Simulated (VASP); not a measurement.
**Si2W: single point with PBE**

Si2W:

```
Si W
1.0
     4.66467    0.00000    0.00000
    -2.33233    4.03972    0.00000
     0.00000    0.00000    6.50441
Si W
6 3
Direct
  0.86762 0.73525 0.50000
  0.13238 0.86762 0.83333
  0.73525 0.86762 0.16667
  0.13238 0.26475 0.50000
  0.86762 0.13238 0.83333
  0.26475 0.13238 0.16667
  0.00000 0.50000 0.16667
  0.50000 0.50000 0.83333
  0.50000 0.00000 0.50000
```

This cell differs from its parent crystal: atoms shifted along a free coordinate, c/a of the conventional cell at fixed volume 1.3944.

| Quantity | Value |
| --- | --- |
| Program | VASP 6.6.1 |
| Task | single point |
| Functional | PBE |
| Potentials or basis | VASP PAW PBE potentials, release 64 (Si, W_sv) |
| Cutoff | 520 eV |
| k mesh | 9 × 9 × 6 |
| Occupations | gaussian, width 0.03 eV |
| Spin | no spin polarisation |

```
Pressure               : 11.1 GPa
Largest force          : 5.941 eV/Å
Band gap on the k mesh : zero (bands 33 and 34 overlap by 0.80 eV)
```

Forces in eV/Å, atoms in the order of the input:
```
Si   0.000 -5.941  0.000
Si   5.145 -2.971  0.000
Si  -5.145 -2.971  0.000
Si   0.000  5.941  0.000
Si  -5.145  2.971  0.000
Si   5.145  2.971  0.000
W    0.000  0.000  0.000
W    0.000  0.000  0.000
W    0.000  0.000  0.000
```

Stress tensor (GPa, compression positive):
```
13.20  0.00  0.00
 0.00 13.20  0.00
 0.00  0.00  6.77
```

Levels at points of the mesh, in eV from the Fermi level:
```
           k point  band 29  band 30  band 31  band 32  band 33  band 34  band 35  band 36  band 37  band 38
(0.00, 0.00, 0.00)    -3.71    -2.44    -2.44    -1.04     0.01     0.92     0.92     1.81     2.21     2.34
(0.00, 0.00, 0.50)    -2.73    -1.69    -1.69    -0.05    -0.05     1.47     1.47     1.91     1.91     2.40
```

Run time: 6.1 min on 1 thread of Intel Xeon 8259CL (shared host), peak memory 0.35 GiB.

Caveat: the stress differs along the axes, from 7 to 13 GPa; spin-orbit coupling is left out, which moves the levels of the heavy elements; forces of over 1 eV/Å act on the atoms, so gaps and moduli don't describe the material at rest.
